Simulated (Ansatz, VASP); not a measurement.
This is a calculation of PbSe for Ansatz 0.2.0.

input.yaml

```yaml
crystal:
  lattice:
    - [0.0, 12.000799, 3.125442]
    - [3.118151, 0.0, 3.125442]
    - [3.118151, 12.000799, 0.0]
  atoms:
    - { symbol: Pb, position: [0.805267, 0.19073, 0.80927] }
    - { symbol: Pb, position: [0.19073, 0.805267, 0.194733] }
    - { symbol: Se, position: [0.295581, 0.674423, 0.325577] }
    - { symbol: Se, position: [0.674423, 0.295581, 0.704419] }
hamiltonian:
  xc: pbe
  pseudopotentials: { kind: paw }
kpoints:
  mp_grid: { grid: [6, 6, 6] }
scf:
  occupations: { method: fermi_dirac, width: 0.05 }
output:
  forces: true
  stress: true
  eigenvalues: true
```

Potentials or basis: Ansatz PAW.

Launch:

```sh
$ ansatz run input.yaml --threads 2 --pin off --max-ram 5120MiB --backend cpu --events-out ev --progress --plain --runs-dir out
```

Question: Set up the same calculation for VASP 6.6.1. Potentials there: VASP PAW PBE potentials, release 64 (Pb_d, Se).

Answer: As run (the cutoff follows the program's own potentials):

INCAR

```
SYSTEM = PbSe
ALGO = Normal
EDIFF = 1E-7
ENCUT = 520
GGA = PE
ISIF = 2
ISMEAR = -1
LASPH = .TRUE.
LCHARG = .TRUE.
LELF = .TRUE.
LREAL = .FALSE.
LVHAR = .TRUE.
LWAVE = .FALSE.
NBANDS = 28
NELM = 60
PREC = Accurate
SIGMA = 0.05
```

File KPOINTS:

```
k-points
0
G
  6 6 6
  0 0 0
```

Contents of POSCAR:

```
PbSe
1.0
    0.0000000000     12.0007990000      3.1254420000
    3.1181510000      0.0000000000      3.1254420000
    3.1181510000     12.0007990000      0.0000000000
Pb Se
2 2
Direct
    0.8052670000      0.1907300000      0.8092700000
    0.1907300000      0.8052670000      0.1947330000
    0.2955810000      0.6744230000      0.3255770000
    0.6744230000      0.2955810000      0.7044190000
```

Potentials or basis: VASP PAW PBE potentials, release 64 (Pb_d, Se).

The run is started by

```console
$ cat potpaw_PBE.64/Pb_d/POTCAR potpaw_PBE.64/Se/POTCAR > POTCAR
$ mpirun -np 1 vasp_std > vasp.out
```

Both were run:

|  | VASP | Ansatz | Ansatz less VASP |
| --- | --- | --- | --- |
| gap on the k mesh at the Fermi level (eV) | 1.68 | 1.68 | -0.002 |
| least direct gap on the mesh (eV) | 1.68 | 1.68 | -0.002 |
| pressure (GPa) | 0.0 | 0.0 | 0.00 |
| rms of the force components (eV/Å) | 0.013 | 0.013 | +0.0002 |

Atom by atom the forces differ by 0.005 eV/Å (rms over components). VASP's potentials hold 40 valence electrons a cell and Ansatz's 60, so a difference there can come from the potentials and not from the codes.

Spin-orbit coupling is off throughout.
